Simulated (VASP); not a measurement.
# Mg13Zn3S16: single point with PBEsol

Crystal: Mg13Zn3S16.

```
Zn Mg S
1.0
    11.19201    0.00000    0.00000
     0.00000   11.19201    0.00000
     0.00000    0.00000   11.19201
Zn Mg S
6 26 32
Direct
  0.00050 0.00256 0.99861
  0.99963 0.49894 0.99784
  0.75259 0.24719 0.50033
  0.24659 0.00263 0.75285
  0.75255 0.00266 0.24937
  0.00020 0.24757 0.75230
  0.99823 0.00306 0.50232
  0.99864 0.49534 0.50148
  0.50051 0.00004 0.99992
  0.50172 0.00153 0.49957
  0.50021 0.49898 0.99982
  0.50235 0.49850 0.50052
  0.24458 0.24821 0.99660
  0.24830 0.24799 0.50365
  0.24662 0.75162 0.99807
  0.24931 0.75215 0.50178
  0.75571 0.24827 0.99974
  0.75348 0.75232 0.00124
  0.75095 0.75140 0.49817
  0.24804 0.99994 0.24846
  0.24841 0.49915 0.24804
  0.24610 0.49852 0.75144
  0.75410 0.00287 0.74977
  0.75265 0.49835 0.25001
  0.75362 0.49537 0.75016
  0.99672 0.24839 0.24800
  0.99844 0.75216 0.24640
  0.00155 0.75160 0.75326
  0.50393 0.24787 0.25194
  0.50023 0.24790 0.74821
  0.50218 0.75152 0.24960
  0.49841 0.75222 0.75004
  0.11962 0.12095 0.12124
  0.12382 0.12536 0.63521
  0.11953 0.62091 0.11867
  0.12327 0.62480 0.62528
  0.63124 0.12142 0.12746
  0.63083 0.12857 0.62111
  0.62692 0.62465 0.12511
  0.62704 0.62555 0.62630
  0.37491 0.37097 0.12419
  0.37424 0.37543 0.62613
  0.37421 0.87430 0.12448
  0.36958 0.88290 0.63013
  0.88017 0.37965 0.11998
  0.87646 0.36161 0.62561
  0.87628 0.88707 0.12368
  0.87579 0.87406 0.62596
  0.37343 0.12490 0.37510
  0.37117 0.12143 0.87117
  0.37561 0.62551 0.37522
  0.37342 0.62480 0.87494
  0.86748 0.12518 0.37485
  0.88468 0.12461 0.87503
  0.87690 0.62469 0.37499
  0.87945 0.62116 0.87894
  0.12441 0.37171 0.37450
  0.11420 0.37460 0.87401
  0.12296 0.87639 0.37546
  0.12386 0.88509 0.87606
  0.63259 0.37008 0.38031
  0.62582 0.37156 0.87582
  0.63085 0.88074 0.36965
  0.62740 0.87642 0.87398
```

```yaml
Program: VASP 6.6.1
Task: single point
Functional: PBEsol
Potentials_or_basis: VASP PAW PBE potentials, release 64 (Zn, Mg, S)
Cutoff: 500 eV
k_mesh: 1 × 1 × 1, shifted
Occupations: fermi-dirac, width 0.05 eV
Spin: no spin polarisation
```

```json
{
  "Pressure": "-0.1 GPa",
  "Largest force": "0.027 eV/Å",
  "Band gap on the k mesh": "3.72 eV"
}
```

Forces on the atoms (eV/Å):
```
Zn  -0.001  0.000  0.001
Zn   0.002  0.001  0.001
Zn  -0.002  0.001  0.000
Zn   0.001  0.000 -0.003
Zn  -0.001  0.000  0.002
Zn  -0.001  0.002 -0.003
Mg   0.001  0.000  0.005
Mg   0.002  0.000  0.000
Mg   0.004  0.001 -0.001
Mg   0.002  0.004  0.002
Mg   0.000 -0.005 -0.001
Mg   0.001 -0.002  0.002
Mg   0.003  0.002  0.000
Mg   0.002  0.002  0.002
Mg   0.000  0.001  0.000
Mg  -0.001  0.002  0.002
Mg  -0.002  0.002  0.000
Mg   0.000  0.001 -0.001
Mg   0.000  0.001 -0.002
Mg  -0.001  0.001 -0.001
Mg   0.001 -0.001 -0.001
Mg   0.000  0.001  0.000
Mg   0.000 -0.001  0.001
Mg   0.003 -0.002  0.001
Mg  -0.003 -0.001 -0.001
Mg   0.001  0.001  0.003
Mg   0.001  0.000  0.000
Mg   0.001  0.001  0.000
Mg   0.000  0.000  0.003
Mg  -0.001 -0.002 -0.001
Mg   0.001  0.001  0.000
Mg  -0.001  0.001  0.001
S    0.008  0.009  0.009
S    0.000  0.000 -0.023
S    0.012  0.008  0.014
S   -0.002 -0.002  0.001
S   -0.013  0.012 -0.009
S   -0.011 -0.009  0.006
S    0.001 -0.001 -0.001
S    0.000 -0.001 -0.001
S   -0.001  0.001  0.000
S   -0.003  0.002  0.000
S   -0.003 -0.002 -0.002
S    0.011 -0.017 -0.007
S   -0.010 -0.006  0.008
S    0.000  0.023 -0.003
S    0.001 -0.022 -0.001
S    0.001  0.000  0.001
S   -0.001 -0.003  0.001
S    0.009  0.009  0.009
S    0.002  0.003  0.000
S    0.000 -0.004  0.001
S    0.022  0.000 -0.001
S   -0.023 -0.003  0.002
S    0.002 -0.003  0.000
S   -0.006  0.010 -0.006
S   -0.002  0.004 -0.001
S    0.023  0.000 -0.001
S   -0.001 -0.002 -0.001
S    0.001 -0.027  0.001
S   -0.019  0.011 -0.011
S    0.002  0.007  0.000
S   -0.009 -0.007  0.003
S   -0.002 -0.002  0.002
```

Stress tensor (GPa, compression positive):
```
-0.04 -0.13 -0.12
-0.13 -0.06 -0.15
-0.12 -0.15 -0.07
```

Levels at points of the mesh, in eV from the valence-band top:
```csv
k point,band 154,band 155,band 156,band 157,band 158,band 159,band 160,band 161,band 162,band 163
"(0.25, 0.25, 0.25)",-0.24,-0.20,-0.17,-0.01,0.00,3.72,4.02,4.04,4.04,4.45
```

Wall time 5.1 min on 1 thread of Intel(R) Xeon(R) 6975P-C (Granite Rapids), with other jobs on the host, peak memory 1.1 GiB.

Caveat: the PAW data sets were made with another functional, which shifts forces and pressure a little; a shifted mesh leaves out Γ, where band edges can lie. A k mesh can miss the band edges.
